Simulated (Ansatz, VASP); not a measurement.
One calculation of TiSe, two programs

Contents of INCAR:

```
SYSTEM = TiSe
ALGO = Normal
EDIFF = 1E-6
ENCUT = 500
GGA = PE
GGA_COMPAT = .FALSE.
ISIF = 2
ISMEAR = 0
ISPIN = 2
LASPH = .TRUE.
LCHARG = .TRUE.
LDAU = .TRUE.
LDAUJ = 0 0
LDAUL = 2 -1
LDAUPRINT = 1
LDAUTYPE = 2
LDAUU = 7 0
LELF = .TRUE.
LMAXMIX = 4
LORBIT = 11
LREAL = .FALSE.
LVHAR = .TRUE.
LWAVE = .FALSE.
MAGMOM = 1.94 -0.04
NBANDS = 20
NELM = 200
PREC = Accurate
SIGMA = 0.05
```

KPOINTS

```
k-points
0
G
  6 6 6
  0 0 0
```

Contents of POSCAR:

```
TiSe
1.0
    3.4034008100      0.0000000000      0.0000000000
    0.0000000000      3.4034008100      0.0000000000
    0.0000000000      0.0000000000      3.4034008100
Ti Se
1 1
Direct
    0.0000000000      0.0000000000      0.0000000000
    0.5000000000      0.5000000000      0.5000000000
```

Input for Ansatz:

```yaml
crystal:
  lattice:
    - [3.40340081, 0.0, 0.0]
    - [0.0, 3.40340081, 0.0]
    - [0.0, 0.0, 3.40340081]
  atoms:
    - { symbol: Ti, position: [0.0, 0.0, 0.0], spin: 2.0 }
    - { symbol: Se, position: [0.5, 0.5, 0.5] }
basis:
  ecutwfc: 420
  ecutrho_ratio: 4
kpoints:
  mp_grid: { grid: [6, 6, 6] }
hamiltonian:
  xc: pbe
  hubbard:
    sites:
      - { site: 0, l: d, u_eff: 7.0, starting_ns: [{ spin: up, occupation_matrix: s0up }, { spin: down, occupation_matrix: s0down }] }
    occupation_matrices:
      s0up:
        matrix:
          - [0.54101, 0.00168, -0.01365, 0.43742, -0.17884]
          - [0.00168, 0.94449, 0.14545, -0.01635, -0.04643]
          - [-0.01365, 0.14545, 0.04326, -0.01426, -0.00253]
          - [0.43742, -0.01635, -0.01426, 0.38758, -0.14927]
          - [-0.17884, -0.04643, -0.00253, -0.14927, 0.08366]
      s0down:
        matrix:
          - [0.02, 0.0, 0.0, 0.0, 0.0]
          - [0.0, 0.02, 0.0, 0.0, 0.0]
          - [0.0, 0.0, 0.02, 0.0, 0.0]
          - [0.0, 0.0, 0.0, 0.02, 0.0]
          - [0.0, 0.0, 0.0, 0.0, 0.02]
    ns_hold: until_converged
scf:
  occupations: { method: gaussian, width: 0.05 }
  lower_state_search: "off"
  max_iter: 150
output:
  forces: true
  stress: true
  eigenvalues: true
  populations: true
  hubbard: { sites: [{ site: 0, l: d }] }
  write_density: true
  write_potential: true
  elf: true
  volumetric_format: npy
magnetization:
  spin_polarized: true
```

Alike in both runs: task single point; functional PBE; k mesh 6 × 6 × 6; occupations gaussian, width 0.05 eV; collinear spin; Hubbard terms Ti d U = 7.0 eV.

|  | VASP | Ansatz |
| --- | --- | --- |
| version | VASP 6.6.1 | Ansatz 0.2.0 |
| potentials or method | VASP PAW PBE potentials, release 64 (Ti_sv, Se), cutoff 500 eV | scalar-relativistic, plane waves, PAW |
| valence electrons in the cell | 18 | 28 |

VASP gave:

```
pressure (GPa)                                                : 6.5
traceless stress, the component that is largest in VASP (GPa) : 0.00
net moment per atom (μB)                                      : 1.00
size of the moment on the site where the two differ most (μB) : 1.72
```

Q: What did Ansatz give for the same quantities?

A: Pressure (GPa): 13.4; traceless stress, the component that is largest in VASP (GPa): -0.40; net moment per atom (μB): 0.99; size of the moment on the site where the two differ most (μB): 1.76.

Site moments also hang on the region over which each program counts them. The programs project onto different local orbitals, so the same U acts differently, and such runs can settle in different states. VASP's potentials hold 18 valence electrons a cell and Ansatz's 28, so a difference there can come from the potentials and not from the codes. Ansatz's warnings: filled band counts differ across k points, negative dielectric reading, symmetry narrowed by occupation matrices.
